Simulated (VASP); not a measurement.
# Mg12H (a cell with a defect) in VASP: a series of runs

The runs below take Mg12H (a cell with a defect) through single point, with PBE.

All numbers are computed with VASP 6.6.1; they aren't measurements. Logs are shortened: lines on timing, memory, paths and dates and some standing lists are left out, and cuts for length are marked.

## Step 1: The cell of the first run

The cell holds a defect, 13 atoms: a = 6.420 Å, b = 9.630 Å, c = 5.213 Å, α = 90.00°, β = 90.00°, γ = 120.00°.

## Step 2: Single point, PBE

File INCAR:

```
ALGO = Normal ; EDIFF = 1E-6
ENCUT = 520 ; GGA = PE
ISIF = 2 ; ISMEAR = 0
LASPH = T ; LCHARG = T
LELF = T ; LREAL = F
LVHAR = T ; LWAVE = F
NBANDS = 24 ; NELM = 80
PREC = Accurate ; SIGMA = 0.05
```

File KPOINTS:

```
k-points
0
Gamma
  3 2 3
```

File POSCAR:

```
Mg12H
1.0
    6.4200000000      0.0000000000      0.0000000000
   -4.8150000000      8.3398250000      0.0000000000
    0.0000000000      0.0000000000      5.2130400000
Mg H
12 1
Direct
    0.0004284518     -0.0010453457     -0.0008670565
    0.1661657504      0.2303379268      0.5045589522
    0.0041695119      0.3360424230      0.0011814603
    0.1685598082      0.5552409073      0.4991876141
    0.0057837500      0.6694148858      0.0010080490
    0.1664717015      0.8817103476      0.5033682841
    0.5029329421     -0.0039762225     -0.0044204533
    0.6680008466      0.2239602150      0.5016612188
    0.5036395556      0.3414047657     -0.0029245891
    0.6664817583      0.5565785853      0.4961249098
    0.4968039982      0.6653968159     -0.0014444547
    0.6639107099      0.8862693162      0.4975643770
    0.3230127985      0.1077065766      0.4354399736
```

Potentials or basis: VASP PAW PBE potentials, release 64 (Mg, H).

On the command line:

```sh
$ cat potpaw_PBE.64/Mg/POTCAR potpaw_PBE.64/H/POTCAR > POTCAR
$ mpirun -np 1 vasp_std > vasp.out
```

OUTCAR:

```text
EDIFF = 1E-6
   ENCUT = 520
   GGA = PE
   ISIF = 2
   ISMEAR = 0
   LASPH = T
   LREAL = F
   NELM = 80
   PREC = Accurate

 ion  position               nearest neighbor table
   1  0.000  0.999  0.999-   7 3.18   5 3.19  12 3.20   6 3.21  12 3.22   2 3.22  11 3.22   3 3.23
                             7 3.24   6 3.24   9 3.26   2 3.27
   2  0.166  0.230  0.505-  13 1.93   4 3.12   3 3.14   8 3.17   3 3.17  10 3.18   9 3.18   1 3.22
                             9 3.24   8 3.25   1 3.27  12 3.27   6 3.36
   3  0.004  0.336  0.001-   2 3.14  11 3.17   2 3.17   4 3.18   9 3.18   4 3.19   5 3.21   8 3.21
                             8 3.21   1 3.23   9 3.24   7 3.25
   4  0.169  0.555  0.499-   2 3.12   6 3.15   3 3.18  11 3.18  12 3.18  11 3.18  10 3.19   3 3.19
                             5 3.19   8 3.20   5 3.21  10 3.23
   5  0.006  0.669  0.001-   6 3.14   6 3.16   7 3.17  11 3.17   1 3.19   9 3.19   4 3.19  10 3.20
                             3 3.21   4 3.21  10 3.24  11 3.25
   6  0.166  0.882  0.503-  13 1.92   5 3.14   4 3.15   5 3.16  10 3.17  12 3.17   7 3.18   1 3.21
                             7 3.24   1 3.24  12 3.25   8 3.26   2 3.36
   7  0.503  0.996  0.996-  11 3.16  12 3.17   5 3.17   6 3.18   1 3.18  12 3.18   8 3.20   1 3.24
                             6 3.24   3 3.25   8 3.25   9 3.32
   8  0.668  0.224  0.502-  13 1.95   2 3.17   7 3.20   4 3.20   9 3.20   3 3.21  10 3.21   3 3.21
                            12 3.24   9 3.24   7 3.25   2 3.25   6 3.26
   9  0.504  0.341  0.997-  11 3.14  10 3.16  10 3.17   2 3.18   3 3.18   5 3.19   8 3.20   3 3.24
                             8 3.24   2 3.24   1 3.26   7 3.32
  10  0.666  0.557  0.496-   9 3.16   9 3.17   6 3.17   2 3.18  12 3.18  11 3.19   4 3.19   5 3.20
                            11 3.21   8 3.21   4 3.23   5 3.24
  11  0.497  0.665  0.999-   9 3.14   7 3.16   3 3.17   5 3.17   4 3.18   4 3.18  10 3.19  12 3.19
                            12 3.20  10 3.21   1 3.22   5 3.25
  12  0.664  0.886  0.498-   7 3.17   6 3.17   7 3.18  10 3.18   4 3.18  11 3.19  11 3.20   1 3.20
                             1 3.22   8 3.24   6 3.25   2 3.27
  13  0.323  0.108  0.435-   6 1.92   2 1.93   8 1.95

  LATTYP: Found a simple monoclinic cell.
 ALAT       =     6.4200000000
 B/A-ratio  =     0.8120000000
 C/A-ratio  =     1.3228757108
 COS(beta)  =    -0.1889822286

  Lattice vectors:

 A1 = (   6.4200000000,   0.0000000000,   0.0000000000)
 A2 = (   0.0000000000,   0.0000000000,   5.2130400000)
 A3 = (  -1.6050000000,  -8.3398250000,   0.0000000000)

Analysis of symmetry for initial positions (statically):
=====================================================================
 Subroutine PRICEL returns:
 Original cell was already a primitive cell.

 Routine SETGRP: Setting up the symmetry group for a
 simple monoclinic supercell.

 Subroutine GETGRP returns: Found  1 space group operations
 (whereof  1 operations were pure point group operations)
 out of a pool of  4 trial point group operations.

The static configuration has the point symmetry C_1 .

Analysis of symmetry for dynamics (positions and initial velocities):
=====================================================================
 Subroutine PRICEL returns:
 Original cell was already a primitive cell.

 Routine SETGRP: Setting up the symmetry group for a
 simple monoclinic supercell.

 Subroutine GETGRP returns: Found  1 space group operations
 (whereof  1 operations were pure point group operations)
 out of a pool of  4 trial point group operations.

The dynamic configuration has the point symmetry C_1 .

 Subroutine INISYM returns: Found  1 space group operations
 (whereof  1 operations are pure point group operations),
 and found     1 'primitive' translations

----------------------------------------------------------------------------------------

                                     Primitive cell

  volume of cell :     279.1149

  direct lattice vectors                    reciprocal lattice vectors
     6.420000000  0.000000000  0.000000000     0.155763240  0.089929945  0.000000000
    -4.815000000  8.339825000  0.000000000     0.000000000  0.119906593  0.000000000
     0.000000000  0.000000000  5.213040000     0.000000000  0.000000000  0.191826650

  length of vectors
     6.420000000  9.630000313  5.213040000     0.179859895  0.119906593  0.191826650

  position of ions in fractional coordinates (direct lattice)
     0.000428452  0.998954654  0.999132944
     0.166165750  0.230337927  0.504558952
     0.004169512  0.336042423  0.001181460
     0.168559808  0.555240907  0.499187614
     0.005783750  0.669414886  0.001008049
     0.166471702  0.881710348  0.503368284
     0.502932942  0.996023777  0.995579547
     0.668000847  0.223960215  0.501661219
[... 35 lines left out ...]
     0.000000000  0.000000000  0.063942217     0.000000000  0.000000000  0.333333333

  Length of vectors
     0.059953298  0.059953296  0.063942217

  Shift w.r.t. Gamma in fractional coordinates (k-lattice)
     0.000000000  0.000000000  0.000000000

 -----------------------------------------------------------------------------
|                                                                             |
|           W    W    AA    RRRRR   N    N  II  N    N   GGGG   !!!           |
|           W    W   A  A   R    R  NN   N  II  NN   N  G    G  !!!           |
|           W    W  A    A  R    R  N N  N  II  N N  N  G       !!!           |
|           W WW W  AAAAAA  RRRRR   N  N N  II  N  N N  G  GGG   !            |
|           WW  WW  A    A  R   R   N   NN  II  N   NN  G    G                |
|           W    W  A    A  R    R  N    N  II  N    N   GGGG   !!!           |
|                                                                             |
|     Your reciprocal lattice and k-lattice belong to different lattice       |
|     classes:                                                                |
|                                                                             |
|        The reciprocal lattice is simple monoclinic,                         |
|        whereas your k-lattice is hexagonal.                                 |
|                                                                             |
|     Results are often still useful ...                                      |
|                                                                             |
 -----------------------------------------------------------------------------

 Subroutine IBZKPT returns following result:
 ===========================================

 Found     10 irreducible k-points:

 Following reciprocal coordinates:
            Coordinates               Weight
  0.000000  0.000000  0.000000      1.000000
  0.333333  0.000000  0.000000      2.000000
  0.000000  0.500000  0.000000      1.000000
  0.333333  0.500000  0.000000      2.000000
  0.000000  0.000000  0.333333      2.000000
  0.333333  0.000000  0.333333      2.000000
 -0.333333  0.000000  0.333333      2.000000
  0.000000  0.500000  0.333333      2.000000
  0.333333  0.500000  0.333333      2.000000
 -0.333333  0.500000  0.333333      2.000000
   k-points           NKPTS =     10   k-points in BZ     NKDIM =     10   number of bands    NBANDS=     24
   number of dos      NEDOS =    301   number of ions     NIONS =     13
   total plane-waves  NPLWV = 138240
   dimension x,y,z NGX =    48 NGY =   72 NGZ =   40
   dimension x,y,z NGXF=    96 NGYF=  144 NGZF=   80
   ions per type =              12   1
   NGX,Y,Z   is equivalent  to a cutoff of  12.43, 12.43, 12.76 a.u.
   NGXF,Y,Z  is equivalent  to a cutoff of  24.86, 24.86, 25.51 a.u.
 SYSTEM =  unknown system
   PREC   = accura    normal or accurate (medium, high low for compatibility)
   ISTART =      0    job   : 0-new  1-cont  2-samecut
   ICHARG =      2    charge: 1-file 2-atom 10-const
   ISPIN  =      1    spin polarized calculation?
   LNONCOLLINEAR =      F non collinear calculations
   LSORBIT =      F    spin-orbit coupling
   LASPH  =      T    aspherical Exc in radial PAW
   ENCUT  =  520.0 eV  38.22 Ry    6.18 a.u.  11.94 17.91  9.69*2*pi/ulx,y,z
   NELM   =     80;   NELMIN=  2; NELMDL= -5     # of ELM steps
   EDIFF  = 0.1E-05   stopping-criterion for ELM
   LREAL  =      F    real-space projection
   EDIFFG = 0.1E-04   stopping-criterion for IOM
   NSW    =      0    number of steps for IOM
   IBRION =     -1    ionic relax: 0-MD 1-quasi-New 2-CG
   NFREE  =      0    steps in history (QN), initial steepest desc. (CG)
   ISIF   =      2    stress and relaxation
   ISYM   =      2    0-nonsym 1-usesym 2-fastsym
   POTIM  = 0.5000    time-step for ionic-motion
   TEBEG  =    0.0;   TEEND  =   0.0 temperature during run
   PSTRESS=    0.0 pullay stress
   NELECT =      25.0000    total number of electrons
   NUPDOWN=      -1.0000    fix difference up-down
   EMIN   =  10.00;   EMAX   =-10.00  energy-range for DOS
   EFERMI =   0.00;   METHOD = LEGACY
   ISMEAR =     0;   SIGMA  =   0.05  broadening in eV -4-tet -1-fermi 0-gaus
   EFERMI_NEDOS =   21; number of points for ismear=-14 and -15
   IALGO  =     38    algorithm
   IMIX   =      4    mixing-type and parameters
     AMIX     =   0.40;   BMIX     =  1.00
     AMIX_MAG =   1.60;   BMIX_MAG =  1.00
  volume/ion in A,a.u.               =      21.47       144.89
  Fermi-wavevector in a.u.,A,eV,Ry     =   0.732477  1.384180  7.299827  0.536522
  Thomas-Fermi vector in A             =   1.824949
   LORBIT       =      0    0 simple, 1 ext, 2 COOP (PROOUT), +10 PAW based schemes
   GGA     = PE    functional components
   LHFCALC =     F    Hartree Fock is set to
   AEXX    =    0.0000 exact exchange contribution
   IVDW    =     0    specifies the selected vdW correction
   LEPSILON=     F    determine dielectric tensor
   LRPA    =     F    only Hartree local field effects (RPA)
 non-spin polarized calculation
 Gauss-broadening in eV      SIGMA  =   0.05
  energy-cutoff  :      520.00
  volume of cell :      279.11
 maximum number of plane-waves:      7549
   NGX = 23   NGY = 35   NGZ = 19

 number of electron      25.0000000 magnetization

 Free energy of the ion-electron system (eV)
  ---------------------------------------------------
  ext. energy  EPLUGINS =         0.00000000
  ---------------------------------------------------
  free energy    TOTEN  =       -20.57330001 eV

  energy without entropy =      -20.56208576  energy(sigma->0) =      -20.56769289

 E-fermi :   2.5083     XC(G=0):  -8.5000

 val. band max:        2.4904723508   @ k =  -0.3333   0.0000   0.3333
 cond. band min:       2.6434978641   @ k =   0.3333   0.0000   0.0000
 fundamental gap:      0.1530255133
 Fermi energy:         2.5083269933

 k-point     1 :       0.0000    0.0000    0.0000
  band No.  band energies     occupation
      1      -4.7043      2.00000
      2      -2.9501      2.00000
      3      -2.1680      2.00000
      4      -1.2214      2.00000
      5      -0.5696      2.00000
      6      -0.0063      2.00000
[... 259 lines left out ...]
     23       6.3123      0.00000
     24       6.3651      0.00000

------------------------ aborting loop because EDIFF is reached ----------------------------------------

  FORCE on cell =-STRESS in cart. coord.  units (eV):
  Direction    XX          YY          ZZ          XY          YZ          ZX
  --------------------------------------------------------------------------------------
  -------------------------------------------------------------------------------------
  Total        0.1933457     -0.2682301      0.1070960      0.4019346      0.0076774      0.0128302
  in kB        1.1098443     -1.5396964      0.6147531      2.3071881      0.0440697      0.0736480
  external PRESSURE =       0.0616337 kB  Pullay stress =       0.0000000 kB

 VOLUME and BASIS-vectors are now :
 -----------------------------------------------------------------------------
  energy-cutoff  :      520.00
  volume of cell :      279.11
      direct lattice vectors                 reciprocal lattice vectors
     6.420000000  0.000000000  0.000000000     0.155763240  0.089929945  0.000000000
    -4.815000000  8.339825000  0.000000000     0.000000000  0.119906593  0.000000000
     0.000000000  0.000000000  5.213040000     0.000000000  0.000000000  0.191826650

 POSITION                                       TOTAL-FORCE (eV/Angst)
 -----------------------------------------------------------------------------------
     -4.80722      8.33111      5.20852        -0.006596     -0.011060      0.002536
     -0.04229      1.92098      2.63029         0.006045     -0.024769      0.024598
     -1.59128      2.80254      0.00616        -0.004326     -0.003933      0.016733
     -1.59133      4.63061      2.60228        -0.000757     -0.002860      0.014176
     -3.18610      5.58280      0.00525        -0.006977      0.004995      0.018465
     -3.17669      7.35331      2.62408        -0.018720      0.014471      0.015651
     -1.56703      8.30666      5.19000        -0.007448     -0.002082      0.005899
      3.21020      1.86779      2.61518         0.019744      0.020118      0.032665
      1.58950      2.84726      5.19779         0.000163     -0.008345      0.006695
      1.59889      4.64177      2.58632        -0.000923      0.004357      0.007535
     -0.01440      5.54929      5.20551         0.004667      0.002840      0.011646
     -0.00508      7.39133      2.59382         0.012483      0.005040      0.007418
      1.55514      0.89825      2.26997         0.002644      0.001228     -0.164018
 -----------------------------------------------------------------------------------
    total drift:                                0.000077      0.000006      0.000482

  FREE ENERGIE OF THE ION-ELECTRON SYSTEM (eV)
  ---------------------------------------------------
  free  energy   TOTEN  =       -20.5733000125 eV

  energy  without entropy=      -20.5620857593  energy(sigma->0) =      -20.56769289
```

Run time: 56 s. Hardware: 1 thread of AMD EPYC 9R45 (Zen 5), shared host; peak memory 0.33 GiB.

Results:

* Free energy: -20.5733 eV
* Pressure: 0.0 GPa
* Largest force: 0.164 eV/Å
* Band gap on the k mesh: zero (an odd number of electrons rules out a gap without spin polarisation)

Forces on the atoms (eV/Å):
```
Mg  -0.007 -0.011  0.003
Mg   0.006 -0.025  0.025
Mg  -0.004 -0.004  0.017
Mg  -0.001 -0.003  0.014
Mg  -0.007  0.005  0.018
Mg  -0.019  0.014  0.016
Mg  -0.007 -0.002  0.006
Mg   0.020  0.020  0.033
Mg   0.000 -0.008  0.007
Mg  -0.001  0.004  0.008
Mg   0.005  0.003  0.012
Mg   0.012  0.005  0.007
H    0.003  0.001 -0.164
```

Stress tensor (GPa, compression positive):
```
 0.11  0.23  0.01
 0.23 -0.15  0.00
 0.01  0.00  0.06
```

Caveat: the k points lie up to 0.40 Å⁻¹ apart, too coarse for converged energies and pressures of a metal.

## Step 3: Single point, PBE

File INCAR:

```
PREC = Accurate
ENCUT = 520
EDIFF = 1E-6
ISMEAR = 0
SIGMA = 0.05
LREAL = F
LASPH = T
NELM = 60
ALGO = Normal
ISIF = 2
LWAVE = F
LCHARG = F
GGA = PE
NBANDS = 24
```

File KPOINTS:

```
Automatic mesh
0
Gamma
  3 2 3
```

File POSCAR:

```
Mg12H
1.0
    6.4200000000      0.0000000000      0.0000000000
   -4.8150000000      8.3398250000      0.0000000000
    0.0000000000      0.0000000000      5.2130400000
Mg H
12 1
Direct
    0.0002179300     -0.0010593747      0.0000600417
    0.1660970024      0.2304954840      0.4949869942
    0.0041763664      0.3360656848     -0.0021357979
    0.1685602047      0.5553184869      0.4995820097
    0.0057489819      0.6694742396     -0.0019123199
    0.1663427120      0.8815923596      0.4961389132
    0.5028064856     -0.0039992446      0.0031551647
    0.6682226817      0.2240651333      0.4974078465
    0.5035737080      0.3414881008      0.0017707518
    0.6664560179      0.5566370997      0.5024757147
    0.4967017216      0.6654074876      0.0001783988
    0.6639147625      0.8863391018      0.5012148382
    0.3230243433      0.1078044204      0.5591108067
```

Potentials or basis: VASP PAW PBE potentials, release 64 (Mg, H).

On the command line:

```sh
$ cat potpaw_PBE.64/Mg/POTCAR potpaw_PBE.64/H/POTCAR > POTCAR
$ mpirun -np 1 vasp_std > vasp.out
```

It took 50 s on 1 thread of AMD EPYC 9R45 (Zen 5), shared host; peak memory 0.33 GiB.

It converged, with:

| Item | Value |
| --- | --- |
| Free energy | -20.5695 eV |
| Pressure | 0.0 GPa |
| Largest force | 0.156 eV/Å |
| Band gap on the k mesh | zero (an odd number of electrons rules out a gap without spin polarisation) |

Forces on the atoms (eV/Å):
```
Mg  -0.006 -0.010 -0.003
Mg   0.004 -0.022 -0.026
Mg  -0.004 -0.003 -0.015
Mg   0.000 -0.003 -0.012
Mg  -0.007  0.004 -0.017
Mg  -0.018  0.013 -0.018
Mg  -0.007 -0.002 -0.005
Mg   0.019  0.020 -0.031
Mg   0.000 -0.008 -0.006
Mg  -0.002  0.004 -0.006
Mg   0.004  0.002 -0.011
Mg   0.011  0.004 -0.006
H    0.005  0.000  0.156
```

Stress tensor (GPa, compression positive):
```
 0.12  0.23 -0.01
 0.23 -0.15  0.00
-0.01  0.00  0.09
```

Levels at points of the mesh, in eV from the Fermi level:
```csv
k point,band 11,band 12,band 13,band 14,band 15,band 16
"(0.00, 0.00, 0.00)",-0.09,0.24,0.38,0.44,0.64,1.35
"(0.00, 0.50, 0.00)",-1.01,-0.67,-0.17,-0.07,1.25,1.90
```

Caveat: the k points lie up to 0.40 Å⁻¹ apart, too coarse for converged energies and pressures of a metal.

## Step 4: Single point, PBE

File INCAR:

```
SYSTEM = Mg12H
  PREC = Accurate
  ENCUT = 520
  EDIFF = 1E-6
  ISMEAR = 0
  SIGMA = 0.05
  LREAL = .FALSE.
  LASPH = .TRUE.
  NELM = 100
  ALGO = Normal
  ISIF = 2
  LWAVE = .FALSE.
  LCHARG = .FALSE.
  GGA = PE
  NBANDS = 24
```

File KPOINTS:

```
Automatic mesh
0
G
  3 2 3
  0 0 0
```

File POSCAR:

```
Mg12H
1.0
    6.4200000000      0.0000000000      0.0000000000
   -4.8150000000      8.3398250000      0.0000000000
    0.0000000000      0.0000000000      5.2130400000
Mg H
12 1
Direct
    0.0013842599     -0.0008457012     -0.0002708592
    0.1664249346      0.2276932669      0.4923042985
    0.0033014101      0.3358529705     -0.0031637969
    0.1679568474      0.5549254331      0.4991248868
    0.0053868346      0.6695323943     -0.0030063073
    0.1676086418      0.8851442326      0.4943833157
    0.5029961905     -0.0029568966      0.0057492365
    0.6659489615      0.2233593631      0.4970318662
    0.5033944382      0.3402604971      0.0034597855
    0.6666362197      0.5565105982      0.5048175345
    0.4977695120      0.6659643338      0.0009111766
    0.6639764282      0.8864063694      0.5021801099
    0.3227987270      0.1080757690      0.6193096543
```

On the command line:

```sh
$ cat potpaw_PBE.64/Mg/POTCAR potpaw_PBE.64/H/POTCAR > POTCAR
$ mpirun -np 1 vasp_std > vasp.out
```

It took 50 s on 1 thread of AMD EPYC 9R45 (Zen 5), shared host; peak memory 0.35 GiB.

The run converged. Its results:

```yaml
Free_energy: -20.6315 eV
Pressure: -0.2 GPa
Largest_force: 0.205 eV/Å
Band_gap_on_the_k_mesh: zero (an odd number of electrons rules out a gap without spin polarisation)
```

Forces on the atoms (eV/Å):
```
Mg  -0.006 -0.009 -0.003
Mg   0.013 -0.024 -0.029
Mg  -0.004 -0.003 -0.018
Mg  -0.001 -0.004 -0.019
Mg  -0.007  0.004 -0.023
Mg  -0.015  0.022 -0.016
Mg  -0.009  0.004 -0.011
Mg   0.003  0.010 -0.035
Mg   0.003 -0.017 -0.013
Mg   0.000  0.004 -0.012
Mg   0.006  0.004 -0.015
Mg   0.010  0.004 -0.011
H    0.008  0.006  0.205
```

Stress tensor (GPa, compression positive):
```
 0.00  0.22  0.00
 0.22 -0.15 -0.02
 0.00 -0.02 -0.43
```

Levels at points of the mesh, in eV from the Fermi level:
```
           k point  band 10  band 11  band 12  band 13  band 14  band 15  band 16  band 17
(0.00, 0.00, 0.00)    -0.58    -0.09     0.20     0.38     0.49     0.65     1.34     1.87
(0.00, 0.50, 0.00)    -1.09    -0.90    -0.65    -0.19    -0.07     1.20     1.88     1.98
```

Caveat: the k points lie up to 0.40 Å⁻¹ apart, too coarse for converged energies and pressures of a metal.

(Part 1 of 2 ends here.)

The gap in the log of VASP goes by the Fermi energy; the results here count the filled bands.